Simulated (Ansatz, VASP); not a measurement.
Two plane-wave programs on P

```
CELL_PARAMETERS angstrom
1.63668 -5.42836 0.00000
1.63668 5.42836 0.00000
0.00000 0.00000 4.51314
ATOMIC_POSITIONS crystal
P 0.90414 0.09586 0.58882
P 0.09586 0.90414 0.41118
P 0.59586 0.40414 0.08882
P 0.40414 0.59586 0.91118
```

Alike in both runs: task single point; functional PBE; dispersion D4; k mesh 8 × 8 × 6; occupations fermi-dirac, width 0.05 eV; no spin polarisation.

```csv
,VASP,Ansatz
version,VASP 6.6.1,Ansatz 0.2.0
potentials or method,"VASP PAW PBE potentials, release 64 (P)",Ansatz PAW
plane-wave cutoff (eV),500,420
valence electrons in the cell,20,20
```

VASP gave:

```
gap on the k mesh at the Fermi level (eV)                     : 0.08
least direct gap on the mesh (eV)                             : 0.08
pressure (GPa)                                                : 0.5
traceless stress, the component that is largest in VASP (GPa) : 0.32
rms of the force components (eV/Å)                            : 0.272
```

Question: Estimate Ansatz's values.

Answer: gap on the k mesh at the Fermi level (eV): 0.06; least direct gap on the mesh (eV): 0.06; pressure (GPa): 0.8; traceless stress, the component that is largest in VASP (GPa): 0.33; rms of the force components (eV/Å): 0.305.

Atom by atom the forces differ by 0.033 eV/Å (rms over components).
